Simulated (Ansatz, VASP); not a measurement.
## One calculation of HfB4, two programs

```xyz
5
Lattice="2.2038 1.2723 3.1772 -2.2038 1.2723 3.1772 0.0000 -2.5447 3.1772" Properties=species:S:1:pos:R:3 pbc="T T T"
Hf    0.0000    0.0000    0.0000
B     0.0000    0.0000    7.1352
B     0.0000    0.0000    2.3964
B     0.0000    0.0000    5.5538
B     0.0000    0.0000    3.9779
```

Alike in both runs: task relaxation of cell and atoms; functional PBE; k mesh 12 × 12 × 12; occupations gaussian, width 0.1 eV; no spin polarisation.

```csv
,VASP,Ansatz
version,VASP 6.6.1,Ansatz 0.2.0
potentials or method,"VASP PAW PBE potentials, release 64 (Hf_pv, B), cutoff 600 eV","scalar-relativistic, plane waves, PAW"
valence electrons in the cell,22,38
```

Ansatz gave:

* gap on the k mesh at the Fermi level, each at its own relaxed structure (eV): none
* relaxed volume (Å³/atom): 10.75
* relaxed cell length with the largest relative difference (Å): 4.072

Question: Which values does VASP return?

Answer: gap on the k mesh at the Fermi level, each at its own relaxed structure (eV): none; relaxed volume (Å³/atom): 10.72; relaxed cell length with the largest relative difference (Å): 4.070.

A gap of «none» marks a metal or a gap that the smearing closes. VASP's potentials hold 22 valence electrons a cell and Ansatz's 38, so a difference there can come from the potentials and not from the codes.

Neither program's run includes spin-orbit coupling.
